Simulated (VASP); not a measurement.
# MgS (Pmmn) in VASP: single point with PBE

Aim: the single point of MgS with PBE.

Program: VASP 6.6.1. These are calculated values, not measurements. Logs are shortened: lines on timing, memory, paths and dates and some standing lists are left out, and cuts for length are marked.

## (1) The cell of the first run

It takes space group Pmmn (No. 59, orthorhombic). The conventional cell has a = 3.852 Å, b = 5.154 Å, c = 4.097 Å, α = 90.00°, β = 90.00°, γ = 90.00°. Mg (site symmetry mm2) has 6 S at 2.64 to 2.94 Å and 4 Mg at 3.48 Å within 3.5 Å. S (site symmetry mm2) has 6 Mg at 2.64 to 2.94 Å and 4 S at 3.62 Å within 3.7 Å.

## (2) Single point, PBE (Cd replaced by Mg, lengths x 0.993, strained)

Input file INCAR:

```
PREC     = Accurate       # precision mode
ENCUT    = 520            # plane-wave cutoff, eV
EDIFF    = 1E-7           # SCF threshold, eV
ISMEAR   = 0              # smearing method
SIGMA    = 0.02           # smearing width, eV
LREAL    = False          # projectors in reciprocal space
LASPH    = True           # aspherical terms in the spheres
NELM     = 100            # most SCF steps
ALGO     = Normal         # electronic algorithm
ISIF     = 2              # what is computed and relaxed
LWAVE    = False          # write WAVECAR
LCHARG   = False          # write CHGCAR
GGA      = PE             # functional
NBANDS   = 16             # bands
```

Input file KPOINTS:

```
Automatic mesh
0
Gamma
  8 6 8
```

Input file POSCAR:

```
MgS
1.0
    3.8518321234      0.0000000000      0.0000000000
    0.0000000000      5.1544036286      0.0000000000
    0.0000000000      0.0000000000      4.0968186339
Mg S
2 2
Direct
    0.5000000000      0.5000000000      0.1622021510
    0.0000000000      0.0000000000      0.8377978490
    0.5000000000      0.0000000000      0.2963185513
    0.0000000000      0.5000000000      0.7036814487
```

Potentials or basis: VASP PAW PBE potentials, release 64 (Mg, S).

Started as:

```bash
cat potpaw_PBE.64/Mg/POTCAR potpaw_PBE.64/S/POTCAR > POTCAR
mpirun -np 1 vasp_std > vasp.out
```

OUTCAR:

```text
PREC = Accurate
   ENCUT = 520
   EDIFF = 1E-7
   ISMEAR = 0
   LREAL = False
   LASPH = True
   NELM = 100
   ISIF = 2
   GGA = PE

 ion  position               nearest neighbor table
   1  0.500  0.500  0.162-   3 2.64   3 2.64   4 2.69   4 2.69   4 2.94   4 2.94   2 3.48   2 3.48
                             2 3.48   2 3.48
   2  0.000  0.000  0.838-   4 2.64   4 2.64   3 2.69   3 2.69   3 2.94   3 2.94   1 3.48   1 3.48
                             1 3.48   1 3.48
   3  0.500  0.000  0.296-   1 2.64   1 2.64   2 2.69   2 2.69   2 2.94   2 2.94
   4  0.000  0.500  0.704-   2 2.64   2 2.64   1 2.69   1 2.69   1 2.94   1 2.94

  LATTYP: Found a simple orthorhombic cell.
 ALAT       =     3.8518321234
 B/A-ratio  =     1.0636025929
 C/A-ratio  =     1.3381693344

  Lattice vectors:

 A1 = (  -3.8518321234,   0.0000000000,   0.0000000000)
 A2 = (   0.0000000000,   0.0000000000,   4.0968186339)
 A3 = (   0.0000000000,   5.1544036286,   0.0000000000)

Analysis of symmetry for initial positions (statically):
=====================================================================
 Subroutine PRICEL returns:
 Original cell was already a primitive cell.

 Routine SETGRP: Setting up the symmetry group for a
 simple orthorhombic supercell.

 Subroutine GETGRP returns: Found  8 space group operations
 (whereof  4 operations were pure point group operations)
 out of a pool of  8 trial point group operations.

The static configuration has the point symmetry C_2v.
 The point group associated with its full space group is D_2h.

Analysis of symmetry for dynamics (positions and initial velocities):
=====================================================================
 Subroutine PRICEL returns:
 Original cell was already a primitive cell.

 Routine SETGRP: Setting up the symmetry group for a
 simple orthorhombic supercell.

 Subroutine GETGRP returns: Found  8 space group operations
 (whereof  4 operations were pure point group operations)
 out of a pool of  8 trial point group operations.

The dynamic configuration has the point symmetry C_2v.
 The point group associated with its full space group is D_2h.

 Subroutine INISYM returns: Found  8 space group operations
 (whereof  4 operations are pure point group operations),
 and found     1 'primitive' translations

----------------------------------------------------------------------------------------

                                     Primitive cell

  volume of cell :      81.3378

  direct lattice vectors                    reciprocal lattice vectors
     3.851832123  0.000000000  0.000000000     0.259616714  0.000000000  0.000000000
     0.000000000  5.154403629  0.000000000     0.000000000  0.194008865  0.000000000
     0.000000000  0.000000000  4.096818634     0.000000000  0.000000000  0.244091840

  length of vectors
     3.851832123  5.154403629  4.096818634     0.259616714  0.194008865  0.244091840

  position of ions in fractional coordinates (direct lattice)
     0.500000000  0.500000000  0.162202151
     0.000000000  0.000000000  0.837797849
     0.500000000  0.000000000  0.296318551
     0.000000000  0.500000000  0.703681449

  ion indices of the primitive-cell ions
   primitive index   ion index
                 1           1
                 2           2
                 3           3
                 4           4

----------------------------------------------------------------------------------------

 KPOINTS: Automatic mesh

Automatic generation of k-mesh.
 Grid dimensions read from file:
 generate k-points for:    8    6    8

 Generating k-lattice:

  Cartesian coordinates                     Fractional coordinates (reciprocal lattice)
     0.032452089  0.000000000  0.000000000     0.125000000  0.000000000  0.000000000
     0.000000000  0.032334811  0.000000000     0.000000000  0.166666667  0.000000000
     0.000000000  0.000000000  0.030511480     0.000000000  0.000000000  0.125000000

  Length of vectors
     0.032452089  0.032334811  0.030511480

  Shift w.r.t. Gamma in fractional coordinates (k-lattice)
     0.000000000  0.000000000  0.000000000

 Subroutine IBZKPT returns following result:
 ===========================================

 Found    100 irreducible k-points:

 Following reciprocal coordinates:
            Coordinates               Weight
  0.000000  0.000000  0.000000      1.000000
  0.125000  0.000000  0.000000      2.000000
  0.250000  0.000000  0.000000      2.000000
  0.375000  0.000000  0.000000      2.000000
  0.500000  0.000000  0.000000      1.000000
  0.000000  0.166667  0.000000      2.000000
[... 16 lines left out ...]
  0.250000  0.000000  0.125000      4.000000
  0.375000  0.000000  0.125000      4.000000
 [... further k-points ...]
   k-points           NKPTS =    100   k-points in BZ     NKDIM =    100   number of bands    NBANDS=     16
   number of dos      NEDOS =    301   number of ions     NIONS =      4
   total plane-waves  NPLWV =  36000
   dimension x,y,z NGX =    30 NGY =   40 NGZ =   30
   dimension x,y,z NGXF=    60 NGYF=   80 NGZF=   60
   ions per type =               2   2
   NGX,Y,Z   is equivalent  to a cutoff of  12.95, 12.90, 12.17 a.u.
   NGXF,Y,Z  is equivalent  to a cutoff of  25.90, 25.80, 24.35 a.u.
 SYSTEM =  unknown system
   PREC   = accura    normal or accurate (medium, high low for compatibility)
   ISTART =      0    job   : 0-new  1-cont  2-samecut
   ICHARG =      2    charge: 1-file 2-atom 10-const
   ISPIN  =      1    spin polarized calculation?
   LNONCOLLINEAR =      F non collinear calculations
   LSORBIT =      F    spin-orbit coupling
   LASPH  =      T    aspherical Exc in radial PAW
   ENCUT  =  520.0 eV  38.22 Ry    6.18 a.u.   7.16  9.58  7.62*2*pi/ulx,y,z
   NELM   =    100;   NELMIN=  2; NELMDL= -5     # of ELM steps
   EDIFF  = 0.1E-06   stopping-criterion for ELM
   LREAL  =      F    real-space projection
   EDIFFG = 0.1E-05   stopping-criterion for IOM
   NSW    =      0    number of steps for IOM
   IBRION =     -1    ionic relax: 0-MD 1-quasi-New 2-CG
   NFREE  =      0    steps in history (QN), initial steepest desc. (CG)
   ISIF   =      2    stress and relaxation
   ISYM   =      2    0-nonsym 1-usesym 2-fastsym
   POTIM  = 0.5000    time-step for ionic-motion
   TEBEG  =    0.0;   TEEND  =   0.0 temperature during run
   PSTRESS=    0.0 pullay stress
   NELECT =      16.0000    total number of electrons
   NUPDOWN=      -1.0000    fix difference up-down
   EMIN   =  10.00;   EMAX   =-10.00  energy-range for DOS
   EFERMI =   0.00;   METHOD = LEGACY
   ISMEAR =     0;   SIGMA  =   0.02  broadening in eV -4-tet -1-fermi 0-gaus
   EFERMI_NEDOS =   21; number of points for ismear=-14 and -15
   IALGO  =     38    algorithm
   IMIX   =      4    mixing-type and parameters
     AMIX     =   0.40;   BMIX     =  1.00
     AMIX_MAG =   1.60;   BMIX_MAG =  1.00
  volume/ion in A,a.u.               =      20.33       137.22
  Fermi-wavevector in a.u.,A,eV,Ry     =   0.952103  1.799214 12.333686  0.906500
  Thomas-Fermi vector in A             =   2.080635
   LORBIT       =      0    0 simple, 1 ext, 2 COOP (PROOUT), +10 PAW based schemes
   GGA     = PE    functional components
   LHFCALC =     F    Hartree Fock is set to
   AEXX    =    0.0000 exact exchange contribution
   IVDW    =     0    specifies the selected vdW correction
   LEPSILON=     F    determine dielectric tensor
   LRPA    =     F    only Hartree local field effects (RPA)
 non-spin polarized calculation
 Gauss-broadening in eV      SIGMA  =   0.02
  energy-cutoff  :      520.00
  volume of cell :       81.34
 maximum number of plane-waves:      2212
 NGX is ok and might be reduce to    30
   NGX = 15   NGY = 19   NGZ = 15

 number of electron      15.9999998 magnetization

 Free energy of the ion-electron system (eV)
  ---------------------------------------------------
  ext. energy  EPLUGINS =         0.00000000
  ---------------------------------------------------
  free energy    TOTEN  =       -16.45840885 eV

  energy without entropy =      -16.45840885  energy(sigma->0) =      -16.45840885

 E-fermi :   3.0047     XC(G=0):  -9.1108

 val. band max:        2.8586194111   @ k =   0.0000   0.0000   0.0000
 cond. band min:       4.9975946903   @ k =   0.0000   0.0000   0.0000
 fundamental gap:      2.1389752793
 Fermi energy:         3.0046783512

 k-point     1 :       0.0000    0.0000    0.0000
  band No.  band energies     occupation
      1      -9.3880      2.00000
      2      -7.9840      2.00000
      3      -0.8484      2.00000
      4       0.6977      2.00000
      5       1.2616      2.00000
      6       2.2601      2.00000
[... 8 lines left out ...]
     15      12.1037      0.00000
     16      12.8527      0.00000

 k-point     2 :       0.1250    0.0000    0.0000
  band No.  band energies     occupation
      1      -9.3075      2.00000
      2      -7.9885      2.00000
      3      -0.7408      2.00000
      4       0.7811      2.00000
      5       0.8295      2.00000
      6       2.1949      2.00000
[... 8 lines left out ...]
     15      11.3534      0.00000
     16      12.1132      0.00000

 k-point     3 :       0.2500    0.0000    0.0000
  band No.  band energies     occupation
      1      -9.0813      2.00000
      2      -8.0284      2.00000
      3      -0.4259      2.00000
      4       0.0878      2.00000
      5       0.9962      2.00000
      6       1.1316      2.00000
[... 8 lines left out ...]
     15      10.5182      0.00000
     16      11.9373      0.00000
[... 362 lines left out ...]
 k-point    23 :       0.2500    0.0000    0.1250
  band No.  band energies     occupation
      1      -9.0224      2.00000
      2      -8.0337      2.00000
      3      -0.3391      2.00000
      4       0.0642      2.00000
      5       0.7339      2.00000
      6       0.9523      2.00000
[... 8 lines left out ...]
     15      10.9156      0.00000
     16      11.5816      0.00000

 k-point    24 :       0.3750    0.0000    0.1250
  band No.  band energies     occupation
      1      -8.7113      2.00000
      2      -8.1514      2.00000
      3      -0.3907      2.00000
      4       0.0905      2.00000
      5       0.1431      2.00000
      6       1.1612      2.00000
[... 8 lines left out ...]
     15      10.8054      0.00000
     16      11.4916      0.00000

 [... further k-points ...]

------------------------ aborting loop because EDIFF is reached ----------------------------------------

  FORCE on cell =-STRESS in cart. coord.  units (eV):
  Direction    XX          YY          ZZ          XY          YZ          ZX
  --------------------------------------------------------------------------------------
  -------------------------------------------------------------------------------------
  Total       -2.2701554     -2.5989923     -5.4147271      0.0000000      0.0000000      0.0000000
  in kB      -44.7171031    -51.1944705   -106.6582965      0.0000000      0.0000000      0.0000000
  external PRESSURE =     -67.5232901 kB  Pullay stress =       0.0000000 kB

 VOLUME and BASIS-vectors are now :
 -----------------------------------------------------------------------------
  energy-cutoff  :      520.00
  volume of cell :       81.34
      direct lattice vectors                 reciprocal lattice vectors
     3.851832123  0.000000000  0.000000000     0.259616714  0.000000000  0.000000000
     0.000000000  5.154403629  0.000000000     0.000000000  0.194008865  0.000000000
     0.000000000  0.000000000  4.096818634     0.000000000  0.000000000  0.244091840

 POSITION                                       TOTAL-FORCE (eV/Angst)
 -----------------------------------------------------------------------------------
      1.92592      2.57720      0.66451         0.000000      0.000000      0.189908
      0.00000      0.00000      3.43231         0.000000      0.000000     -0.189908
      1.92592      0.00000      1.21396         0.000000      0.000000     -0.707881
      0.00000      2.57720      2.88286         0.000000      0.000000      0.707881
 -----------------------------------------------------------------------------------
    total drift:                                0.000000     -0.000000      0.000000

  FREE ENERGIE OF THE ION-ELECTRON SYSTEM (eV)
  ---------------------------------------------------
  free  energy   TOTEN  =       -16.4584088518 eV

  energy  without entropy=      -16.4584088518  energy(sigma->0) =      -16.45840885
```

Wall time 2 min (1 thread of Intel Xeon Platinum 8259CL at 2.50GHz (Skylake/Cascade Lake), shared host); peak memory 0.26 GiB.

Results:

```
Free energy            : -16.4584 eV
Pressure               : -6.8 GPa
Largest force          : 0.708 eV/Å
Band gap on the k mesh : 2.14 eV
```

Forces on the atoms (eV/Å):
```
Mg   0.000  0.000  0.190
Mg   0.000  0.000 -0.190
S    0.000  0.000 -0.708
S    0.000  0.000  0.708
```

Levels at points of the mesh, in eV from the valence-band top:
| k point | band 4 | band 5 | band 6 | band 7 | band 8 | band 9 | band 10 | band 11 | band 12 | band 13 |
| --- | --- | --- | --- | --- | --- | --- | --- | --- | --- | --- |
| (0.00, 0.00, 0.00) | -2.16 | -1.60 | -0.60 | -0.44 | 0.00 | 2.14 | 2.20 | 4.35 | 6.71 | 7.90 |
| (0.50, 0.00, 0.00) | -3.20 | -2.17 | -2.17 | -1.11 | -1.11 | 4.39 | 4.39 | 5.91 | 5.91 | 7.08 |
| (0.00, 0.50, 0.00) | -2.72 | -1.43 | -1.43 | -0.90 | -0.90 | 4.14 | 4.14 | 5.59 | 5.59 | 7.34 |
| (0.50, 0.50, 0.00) | -4.34 | -1.04 | -1.04 | -0.64 | -0.64 | 3.55 | 3.55 | 5.71 | 5.71 | 7.11 |
| (0.00, 0.00, 0.50) | -2.94 | -2.51 | -2.06 | -0.87 | -0.53 | 4.87 | 5.51 | 6.03 | 6.22 | 6.38 |
| (0.50, 0.00, 0.50) | -3.84 | -1.80 | -1.80 | -1.33 | -1.33 | 2.33 | 2.33 | 4.45 | 4.45 | 9.50 |
| (0.00, 0.50, 0.50) | -4.52 | -0.65 | -0.65 | -0.62 | -0.62 | 4.13 | 4.13 | 6.35 | 6.35 | 6.89 |
| (0.50, 0.50, 0.50) | -3.00 | -2.85 | -2.85 | -2.43 | -2.43 | 4.69 | 4.69 | 7.17 | 7.17 | 7.84 |

Caveat: the cell differs from its parent crystal (Cd replaced by Mg, lengths x 0.993, strained); the cell stands under tension. A k mesh can miss the band edges.
